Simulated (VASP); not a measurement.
# SnO2 (Pnnm) in VASP: a series of runs

The runs below take SnO2 through single point, with LDA.

Everything below comes from runs of VASP 6.6.1. Logs are shortened: lines on timing, memory, paths and dates and some standing lists are left out, and cuts for length are marked.

### Step 1. The cell of the first run

The structure is orthorhombic, space group Pnnm (No. 58). The conventional cell has a = 4.863 Å, b = 4.863 Å, c = 3.285 Å, α = 90.00°, β = 90.00°, γ = 90.00°. Sn (site symmetry 2/m) has 6 O at 1.93 to 2.24 Å within 2.6 Å. Within 2.6 Å of O (site symmetry m) lie 3 Sn at 1.93 to 2.24 Å.

### Step 2. Single point, LDA

Input file INCAR:

```
SYSTEM = SnO2
PREC = Accurate ; ENCUT = 520
EDIFF = 1E-6 ; ISMEAR = 0
SIGMA = 0.05 ; LREAL = .False.
LASPH = .True. ; NELM = 60
ALGO = Normal ; ISIF = 2
LWAVE = .False. ; LCHARG = .False.
NBANDS = 35
```

Input file KPOINTS:

```
regular mesh
0
Gamma
  6 6 8
  0 0 0
```

Input file POSCAR:

```
SnO2
1.0
    4.8626975673      0.0000000000      0.0000000000
    0.0000000000      4.8632134832      0.0000000000
    0.0000000000      0.0000000000      3.2851359508
Sn O
2 4
Direct
    0.5000000000      0.5000000000      0.5000000000
    0.0000000000      0.0000000000      0.0000000000
    0.3059920358      0.2542676980      0.0000000000
    0.8059920358      0.2457323020      0.5000000000
    0.1940079642      0.7542676980      0.5000000000
    0.6940079642      0.7457323020      0.0000000000
```

Potentials or basis: VASP PAW LDA potentials, release 64 (Sn_d, O).

Launch:

```sh
cat potpaw_LDA.64/Sn_d/POTCAR potpaw_LDA.64/O/POTCAR > POTCAR
mpirun -np 1 vasp_std > vasp.out
```

OUTCAR:

```text
SYSTEM = SnO2
   PREC = Accurate
   ENCUT = 520
   EDIFF = 1E-6
   ISMEAR = 0
   LREAL = .False.
   LASPH = .True.
   NELM = 60
   ISIF = 2

 ion  position               nearest neighbor table
   1  0.500  0.500  0.500-   4 1.93   5 1.93   3 2.24   6 2.24   3 2.24   6 2.24
   2  0.000  0.000  0.000-   3 1.93   6 1.93   5 2.24   4 2.24   4 2.24   5 2.24
   3  0.306  0.254  0.000-   2 1.93   1 2.24   1 2.24
   4  0.806  0.246  0.500-   1 1.93   2 2.24   2 2.24
   5  0.194  0.754  0.500-   1 1.93   2 2.24   2 2.24
   6  0.694  0.746  0.000-   2 1.93   1 2.24   1 2.24

  LATTYP: Found a simple orthorhombic cell.
 ALAT       =     3.2851359508
 B/A-ratio  =     1.4802119730
 C/A-ratio  =     1.4803690185

  Lattice vectors:

 A1 = (   0.0000000000,   0.0000000000,   3.2851359508)
 A2 = (   4.8626975673,   0.0000000000,   0.0000000000)
 A3 = (   0.0000000000,   4.8632134832,   0.0000000000)

Analysis of symmetry for initial positions (statically):
=====================================================================
 Subroutine PRICEL returns:
 Original cell was already a primitive cell.

 Routine SETGRP: Setting up the symmetry group for a
 simple orthorhombic supercell.

 Subroutine GETGRP returns: Found  8 space group operations
 (whereof  4 operations were pure point group operations)
 out of a pool of  8 trial point group operations.

The static configuration has the point symmetry C_2h.
 The point group associated with its full space group is D_2h.

Analysis of symmetry for dynamics (positions and initial velocities):
=====================================================================
 Subroutine PRICEL returns:
 Original cell was already a primitive cell.

 Routine SETGRP: Setting up the symmetry group for a
 simple orthorhombic supercell.

 Subroutine GETGRP returns: Found  8 space group operations
 (whereof  4 operations were pure point group operations)
 out of a pool of  8 trial point group operations.

The dynamic configuration has the point symmetry C_2h.
 The point group associated with its full space group is D_2h.

 Subroutine INISYM returns: Found  8 space group operations
 (whereof  4 operations are pure point group operations),
 and found     1 'primitive' translations

----------------------------------------------------------------------------------------

                                     Primitive cell

  volume of cell :      77.6880

  direct lattice vectors                    reciprocal lattice vectors
     4.862697567  0.000000000  0.000000000     0.205647171  0.000000000  0.000000000
     0.000000000  4.863213483  0.000000000     0.000000000  0.205625355  0.000000000
     0.000000000  0.000000000  3.285135951     0.000000000  0.000000000  0.304401405

  length of vectors
     4.862697567  4.863213483  3.285135951     0.205647171  0.205625355  0.304401405

  position of ions in fractional coordinates (direct lattice)
     0.500000000  0.500000000  0.500000000
     0.000000000  0.000000000  0.000000000
     0.305992036  0.254267698  0.000000000
     0.805992036  0.245732302  0.500000000
     0.194007964  0.754267698  0.500000000
     0.694007964  0.745732302  0.000000000

  ion indices of the primitive-cell ions
   primitive index   ion index
                 1           1
                 2           2
                 3           3
                 4           4
                 5           5
                 6           6

----------------------------------------------------------------------------------------

 KPOINTS: regular mesh

Automatic generation of k-mesh.
 Grid dimensions read from file:
 generate k-points for:    6    6    8

 Generating k-lattice:

  Cartesian coordinates                     Fractional coordinates (reciprocal lattice)
     0.034274529  0.000000000  0.000000000     0.166666667  0.000000000  0.000000000
     0.000000000  0.034270893  0.000000000     0.000000000  0.166666667  0.000000000
     0.000000000  0.000000000  0.038050176     0.000000000  0.000000000  0.125000000

  Length of vectors
     0.034274529  0.034270893  0.038050176

  Shift w.r.t. Gamma in fractional coordinates (k-lattice)
     0.000000000  0.000000000  0.000000000

 Subroutine IBZKPT returns following result:
 ===========================================

 Found     80 irreducible k-points:

 Following reciprocal coordinates:
            Coordinates               Weight
  0.000000  0.000000  0.000000      1.000000
  0.166667  0.000000  0.000000      2.000000
  0.333333  0.000000  0.000000      2.000000
  0.500000  0.000000  0.000000      1.000000
  0.000000  0.166667  0.000000      2.000000
  0.166667  0.166667  0.000000      4.000000
[... 16 lines left out ...]
  0.333333  0.166667  0.125000      8.000000
  0.500000  0.166667  0.125000      4.000000
 [... further k-points ...]
   k-points           NKPTS =     80   k-points in BZ     NKDIM =     80   number of bands    NBANDS=     35
   number of dos      NEDOS =    301   number of ions     NIONS =      6
   total plane-waves  NPLWV =  31104
   dimension x,y,z NGX =    36 NGY =   36 NGZ =   24
   dimension x,y,z NGXF=    72 NGYF=   72 NGZF=   48
   ions per type =               2   4
   NGX,Y,Z   is equivalent  to a cutoff of  12.31, 12.31, 12.15 a.u.
   NGXF,Y,Z  is equivalent  to a cutoff of  24.62, 24.61, 24.29 a.u.
 SYSTEM =  SnO2
   PREC   = accura    normal or accurate (medium, high low for compatibility)
   ISTART =      0    job   : 0-new  1-cont  2-samecut
   ICHARG =      2    charge: 1-file 2-atom 10-const
   ISPIN  =      1    spin polarized calculation?
   LNONCOLLINEAR =      F non collinear calculations
   LSORBIT =      F    spin-orbit coupling
   LASPH  =      T    aspherical Exc in radial PAW
   ENCUT  =  520.0 eV  38.22 Ry    6.18 a.u.   9.04  9.04  6.11*2*pi/ulx,y,z
   NELM   =     60;   NELMIN=  2; NELMDL= -5     # of ELM steps
   EDIFF  = 0.1E-05   stopping-criterion for ELM
   LREAL  =      F    real-space projection
   EDIFFG = 0.1E-04   stopping-criterion for IOM
   NSW    =      0    number of steps for IOM
   IBRION =     -1    ionic relax: 0-MD 1-quasi-New 2-CG
   NFREE  =      0    steps in history (QN), initial steepest desc. (CG)
   ISIF   =      2    stress and relaxation
   ISYM   =      2    0-nonsym 1-usesym 2-fastsym
   POTIM  = 0.5000    time-step for ionic-motion
   TEBEG  =    0.0;   TEEND  =   0.0 temperature during run
   PSTRESS=    0.0 pullay stress
   NELECT =      52.0000    total number of electrons
   NUPDOWN=      -1.0000    fix difference up-down
   EMIN   =  10.00;   EMAX   =-10.00  energy-range for DOS
   EFERMI =   0.00;   METHOD = LEGACY
   ISMEAR =     0;   SIGMA  =   0.05  broadening in eV -4-tet -1-fermi 0-gaus
   EFERMI_NEDOS =   21; number of points for ismear=-14 and -15
   IALGO  =     38    algorithm
   IMIX   =      4    mixing-type and parameters
     AMIX     =   0.40;   BMIX     =  1.00
     AMIX_MAG =   1.60;   BMIX_MAG =  1.00
  volume/ion in A,a.u.               =      12.95        87.38
  Fermi-wavevector in a.u.,A,eV,Ry     =   1.432049  2.706181 27.902354  2.050765
  Thomas-Fermi vector in A             =   2.551719
   LORBIT       =      0    0 simple, 1 ext, 2 COOP (PROOUT), +10 PAW based schemes
   GGA     = CA    functional components
   LHFCALC =     F    Hartree Fock is set to
   AEXX    =    0.0000 exact exchange contribution
   IVDW    =     0    specifies the selected vdW correction
   LEPSILON=     F    determine dielectric tensor
   LRPA    =     F    only Hartree local field effects (RPA)
 non-spin polarized calculation
 Gauss-broadening in eV      SIGMA  =   0.05
  energy-cutoff  :      520.00
  volume of cell :       77.69
 maximum number of plane-waves:      2116
   NGX = 19   NGY = 19   NGZ = 13

 number of electron      51.9999985 magnetization

 Free energy of the ion-electron system (eV)
  ---------------------------------------------------
  ext. energy  EPLUGINS =         0.00000000
  ---------------------------------------------------
  free energy    TOTEN  =       -40.75198329 eV

  energy without entropy =      -40.75198329  energy(sigma->0) =      -40.75198329

 E-fermi :   4.9725     XC(G=0): -11.4002

 val. band max:        4.6587066093   @ k =   0.0000   0.1667   0.1250
 cond. band min:       5.2741268868   @ k =   0.0000   0.0000   0.0000
 fundamental gap:      0.6154202776
 Fermi energy:         4.9725484060

 k-point     1 :       0.0000    0.0000    0.0000
  band No.  band energies     occupation
      1     -16.2960      2.00000
      2     -15.7676      2.00000
      3     -15.4077      2.00000
      4     -15.3731      2.00000
      5     -15.3248      2.00000
      6     -15.3227      2.00000
[... 27 lines left out ...]
     34      16.6343      0.00000
     35      17.1617      0.00000

 k-point     2 :       0.1667    0.0000    0.0000
  band No.  band energies     occupation
      1     -16.2642      2.00000
      2     -15.8047      2.00000
      3     -15.4059      2.00000
      4     -15.3763      2.00000
      5     -15.3224      2.00000
      6     -15.3207      2.00000
[... 27 lines left out ...]
     34      16.7398      0.00000
     35      16.9092      0.00000

 k-point     3 :       0.3333    0.0000    0.0000
  band No.  band energies     occupation
      1     -16.1742      2.00000
      2     -15.9071      2.00000
      3     -15.4006      2.00000
      4     -15.3840      2.00000
      5     -15.3174      2.00000
      6     -15.3165      2.00000
[... 27 lines left out ...]
     34      16.2804      0.00000
     35      16.6020      0.00000

 k-point     4 :       0.5000    0.0000    0.0000
  band No.  band energies     occupation
      1     -16.0442      2.00000
      2     -16.0442      2.00000
      3     -15.3928      2.00000
      4     -15.3928      2.00000
      5     -15.3146      2.00000
      6     -15.3146      2.00000
[... 27 lines left out ...]
     34      15.2012      0.00000
     35      16.7905      0.00000

 k-point     5 :       0.0000    0.1667    0.0000
  band No.  band energies     occupation
      1     -16.2651      2.00000
      2     -15.8068      2.00000
      3     -15.4057      2.00000
      4     -15.3761      2.00000
      5     -15.3226      2.00000
      6     -15.3206      2.00000
[... 638 lines left out ...]
 k-point    22 :       0.1667    0.1667    0.1250
  band No.  band energies     occupation
      1     -16.2146      2.00000
      2     -15.8546      2.00000
      3     -15.3855      2.00000
      4     -15.3789      2.00000
      5     -15.3695      2.00000
      6     -15.3330      2.00000
[... 27 lines left out ...]
     34      16.2720      0.00000
     35      16.5239      0.00000

 k-point    23 :       0.3333    0.1667    0.1250
  band No.  band energies     occupation
      1     -16.1485      2.00000
      2     -15.9430      2.00000
      3     -15.3867      2.00000
      4     -15.3780      2.00000
      5     -15.3622      2.00000
      6     -15.3280      2.00000
[... 27 lines left out ...]
     34      15.5418      0.00000
     35      16.7235      0.00000

 k-point    24 :       0.5000    0.1667    0.1250
  band No.  band energies     occupation
      1     -16.0510      2.00000
      2     -16.0510      2.00000
      3     -15.3832      2.00000
      4     -15.3832      2.00000
      5     -15.3421      2.00000
      6     -15.3421      2.00000
[... 27 lines left out ...]
     34      15.1620      0.00000
     35      16.9918      0.00000

 [... further k-points ...]

------------------------ aborting loop because EDIFF is reached ----------------------------------------

  FORCE on cell =-STRESS in cart. coord.  units (eV):
  Direction    XX          YY          ZZ          XY          YZ          ZX
  --------------------------------------------------------------------------------------
  -------------------------------------------------------------------------------------
  Total       -2.5436457     -6.9796456     -7.3479343      0.0000000      0.0000000      0.0000000
  in kB      -52.4581856   -143.9428229   -151.5381231      0.0000000      0.0000000      0.0000000
  external PRESSURE =    -115.9797105 kB  Pullay stress =       0.0000000 kB

 VOLUME and BASIS-vectors are now :
 -----------------------------------------------------------------------------
  energy-cutoff  :      520.00
  volume of cell :       77.69
      direct lattice vectors                 reciprocal lattice vectors
     4.862697567  0.000000000  0.000000000     0.205647171  0.000000000  0.000000000
     0.000000000  4.863213483  0.000000000     0.000000000  0.205625355  0.000000000
     0.000000000  0.000000000  3.285135951     0.000000000  0.000000000  0.304401405

 POSITION                                       TOTAL-FORCE (eV/Angst)
 -----------------------------------------------------------------------------------
      2.43135      2.43161      1.64257         0.000000      0.000000      0.000000
      0.00000      0.00000      0.00000         0.000000      0.000000      0.000000
      1.48795      1.23656      0.00000         1.878258      2.162163      0.000000
      3.91930      1.19505      1.64257         1.878258     -2.162163      0.000000
      0.94340      3.66816      1.64257        -1.878258      2.162163      0.000000
      3.37475      3.62666      0.00000        -1.878258     -2.162163      0.000000
 -----------------------------------------------------------------------------------
    total drift:                                0.000000      0.000000      0.000000

  FREE ENERGIE OF THE ION-ELECTRON SYSTEM (eV)
  ---------------------------------------------------
  free  energy   TOTEN  =       -40.7519832906 eV

  energy  without entropy=      -40.7519832906  energy(sigma->0) =      -40.75198329
```

Run time: 1.8 min. Hardware: 1 thread of Intel Xeon Platinum 8488C (Sapphire Rapids), shared host; peak memory 0.27 GiB.

What came out:

| Quantity | Value |
| --- | --- |
| Free energy | -40.7520 eV |
| Pressure | -11.6 GPa |
| Largest force | 2.864 eV/Å |
| Band gap on the k mesh | 0.62 eV, indirect (least direct gap 0.98 eV) |

Forces in eV/Å, atoms in the order of the input:
```
Sn   0.000  0.000  0.000
Sn   0.000  0.000  0.000
O    1.878  2.162  0.000
O    1.878 -2.162  0.000
O   -1.878  2.162  0.000
O   -1.878 -2.162  0.000
```

Stress tensor (GPa, compression positive):
```
 -5.25   0.00   0.00
  0.00 -14.39   0.00
  0.00   0.00 -15.15
```

Caveat: spin-orbit coupling is left out, which moves the levels of the heavy elements; forces of over 1 eV/Å act on the atoms, so gaps and moduli don't describe the material at rest.

[end of part 1 of 2]
